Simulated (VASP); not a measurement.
Write the native input for VASP 6.6.1 that does the following.

| Item | Value |
| --- | --- |
| Task | single point |
| Functional | PBE |
| Potentials or basis | VASP PAW PBE potentials, release 64 (Si) |
| Cutoff | 500 eV |
| k mesh | 1 × 1 × 1 |
| Occupations | gaussian, width 0.01 eV |
| Spin | no spin polarisation |
| Dipole correction | no |
| Further INCAR settings | ALGO = Normal; EDIFF = 1e-06; NBANDS = 26 |

The structure of Si lies in POSCAR:

```
Si
1.0
    5.4310000000      0.0000000000      0.0000000000
    0.0000000000      5.4310000000      0.0000000000
    0.0000000000      0.0000000000      5.4310000000
Si
8
Direct
    0.0101580000     -0.0001210000     -0.0001550000
   -0.0001550000      0.4901020000      0.5001430000
    0.5001970000      0.0000710000      0.5150560000
    0.5000750000      0.4999930000      0.0000190000
    0.2498570000      0.2598170000      0.2501470000
    0.2501210000      0.7501860000      0.7400960000
    0.7600350000      0.2498660000      0.7501480000
    0.7500120000      0.7501470000      0.2501120000
```

One way to write it, as run:

INCAR

```
SYSTEM = Si
ALGO = Normal
EDIFF = 1E-6
ENCUT = 500
GGA = PE
GGA_COMPAT = .FALSE.
ISIF = 2
ISMEAR = 0
LASPH = .TRUE.
LCHARG = .TRUE.
LELF = .TRUE.
LREAL = .FALSE.
LVHAR = .TRUE.
LWAVE = .FALSE.
NBANDS = 26
NELM = 120
PREC = Accurate
SIGMA = 0.01
```

KPOINTS

```
k-points
0
G
  1 1 1
  0 0 0
```

Potentials or basis: VASP PAW PBE potentials, release 64 (Si).

Run with:

```bash
$ cat potpaw_PBE.64/Si/POTCAR > POTCAR
$ mpirun -np 1 vasp_gam > vasp.out
```

Results of the run:

```json
{"Pressure": "10.8 GPa", "Largest force": "1.191 eV/Å", "Band gap on the k mesh": "0.27 eV"}
```

Caveat: the k points lie up to 1.16 Å⁻¹ apart; forces of over 1 eV/Å act on the atoms, so gaps and moduli don't describe the material at rest.

Run time: 9.9 s on 1 thread of Intel(R) Xeon(R) Platinum 8259CL CPU @ 2.50GHz (Skylake/Cascade Lake), with other jobs on the host, peak memory 0.21 GiB.
